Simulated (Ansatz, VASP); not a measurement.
**SrTiO3 in VASP and in Ansatz**

Contents of INCAR:

```
SYSTEM = SrTiO3
PREC     = Accurate       ! precision mode
ENCUT    = 520            ! plane-wave cutoff, eV
EDIFF    = 1E-6           ! SCF threshold, eV
ISMEAR   = 0              ! smearing method
SIGMA    = 0.02           ! smearing width, eV
LREAL    = .False.        ! projectors in reciprocal space
LASPH    = .True.         ! aspherical terms in the spheres
NELM     = 60             ! most SCF steps
ALGO     = Normal         ! electronic algorithm
ISIF     = 2              ! what is computed and relaxed
LWAVE    = .False.        ! write WAVECAR
LCHARG   = .False.        ! write CHGCAR
GGA      = PS             ! functional
NBANDS   = 28             ! bands
```

File KPOINTS:

```
Automatic mesh
0
Gamma
  8 8 8
  0 0 0
```

POSCAR

```
SrTiO3
1.0
    3.8861318800      0.0000000000      0.0000000000
    0.0000000000      3.8861318800      0.0000000000
    0.0000000000      0.0000000000      3.8861318800
Sr Ti O
1 1 3
Direct
    0.5000000000      0.5000000000      0.5000000000
    0.0000000000      0.0000000000      0.0000000000
    0.5000000000      0.0000000000      0.0000000000
    0.0000000000      0.5000000000      0.0000000000
    0.0000000000      0.0000000000      0.5000000000
```

Input for Ansatz:

```yaml
crystal:
  lattice:
    - [3.88613188, 0.0, 0.0]
    - [0.0, 3.88613188, 0.0]
    - [0.0, 0.0, 3.88613188]
  atoms:
    - { symbol: Sr, position: [0.5, 0.5, 0.5] }
    - { symbol: Ti, position: [0.0, 0.0, 0.0] }
    - { symbol: O, position: [0.5, 0.0, 0.0] }
    - { symbol: O, position: [0.0, 0.5, 0.0] }
    - { symbol: O, position: [0.0, 0.0, 0.5] }
basis:
  ecutwfc: 420
kpoints:
  mp_grid: { grid: [8, 8, 8] }
  band_path:
    path:
      - [[0.0, 0.0, 0.0], [0.0, 0.5, 0.0], [0.5, 0.5, 0.0], [0.0, 0.0, 0.0], [0.5, 0.5, 0.5], [0.0, 0.5, 0.0]]
      - [[0.5, 0.5, 0.5], [0.5, 0.5, 0.0]]
    npoints: 12
hamiltonian:
  xc: pbesol
scf:
  occupations: { method: gaussian, width: 0.02 }
  n_extra_bands: 6
output:
  forces: true
  stress: true
  eigenvalues: true
```

Alike in both runs: task single point; functional PBEsol; k mesh 8 × 8 × 8; occupations gaussian, width 0.02 eV; no spin polarisation.

|  | VASP | Ansatz |
| --- | --- | --- |
| version | VASP 6.6.1 | Ansatz 0.2.0 |
| potentials or method | VASP PAW PBE potentials, release 64 (Sr_sv, Ti_sv, O), cutoff 520 eV | scalar-relativistic, plane waves, PAW |
| valence electrons in the cell | 40 | 40 |

```csv
,VASP,Ansatz,Ansatz less VASP
gap on the k mesh at the Fermi level (eV),1.83,1.86,+0.032
least direct gap on the mesh (eV),2.18,2.20,+0.021
pressure (GPa),1.4,0.7,-0.68
```

VASP's potentials were made for PBE, not for PBEsol. The functional is the same, so the differences come from potentials, cutoffs and numerics.
